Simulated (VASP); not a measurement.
**YMg2CdSe: single point with PBE**

YMg2CdSe:

```xyz
10
Lattice="2.2889 -5.7870 0.0000 2.2889 5.7870 0.0000 0.0000 0.0000 9.8941" Properties=species:S:1:pos:R:3 pbc="T T T"
Y     2.2889    4.5617    7.4206
Y     2.2889   -4.5617    2.4735
Mg    2.2889   -3.2747    5.8711
Mg    2.2889    3.2747    4.0230
Mg    2.2889    3.2747    0.9241
Mg    2.2889   -3.2747    8.9700
Cd    2.2889    1.1661    7.4206
Cd    2.2889   -1.1661    2.4735
Se    0.0000    0.0000    4.9470
Se    0.0000    0.0000    0.0000
```

The cell was built from a structure type or drawn by symmetry, and may not be a known phase.

```
Program             : VASP 6.6.1
Task                : single point
Functional          : PBE
Potentials or basis : VASP PAW PBE potentials, release 64 (Y_sv, Mg, Cd, Se)
Cutoff              : 600 eV
k mesh              : 8 × 8 × 4
Occupations         : gaussian, width 0.1 eV
Spin                : no spin polarisation
```

```
Pressure               : 0.0 GPa
Largest force          : 0.013 eV/Å
Band gap on the k mesh : zero (bands 33 and 34 overlap by 2.09 eV)
```

Forces on the atoms (eV/Å):
```
Y    0.000 -0.010  0.000
Y    0.000  0.010  0.000
Mg   0.000 -0.006  0.000
Mg   0.000  0.006  0.000
Mg   0.000  0.006  0.000
Mg   0.000 -0.006  0.000
Cd   0.000  0.013  0.000
Cd   0.000 -0.013  0.000
Se   0.000  0.000  0.000
Se   0.000  0.000  0.000
```

Levels at points of the mesh, in eV from the Fermi level:
```csv
k point,band 29,band 30,band 31,band 32,band 33,band 34,band 35,band 36,band 37,band 38
"(0.00, 0.00, 0.00)",-2.33,-1.64,-0.38,-0.28,0.01,0.56,0.73,0.99,1.18,1.37
"(0.50, 0.00, 0.00)",-1.78,-1.72,-1.62,-0.76,-0.03,0.06,0.44,0.50,1.52,1.63
"(0.50, 0.50, 0.00)",-2.41,-1.19,-0.79,0.18,0.80,1.01,1.06,1.23,1.57,1.74
"(0.00, 0.00, 0.50)",-1.91,-1.91,-0.31,-0.31,0.18,0.18,0.44,0.44,1.73,1.73
"(0.50, 0.00, 0.50)",-1.96,-1.96,-0.84,-0.84,-0.66,-0.66,1.03,1.03,1.22,1.22
"(0.50, 0.50, 0.50)",-2.05,-2.05,-0.55,-0.55,1.43,1.43,1.44,1.44,1.83,1.83
```

It took 12 min on 1 thread of Intel(R) Xeon(R) 6975P-C (Granite Rapids), on a shared host, peak memory 1.1 GiB.
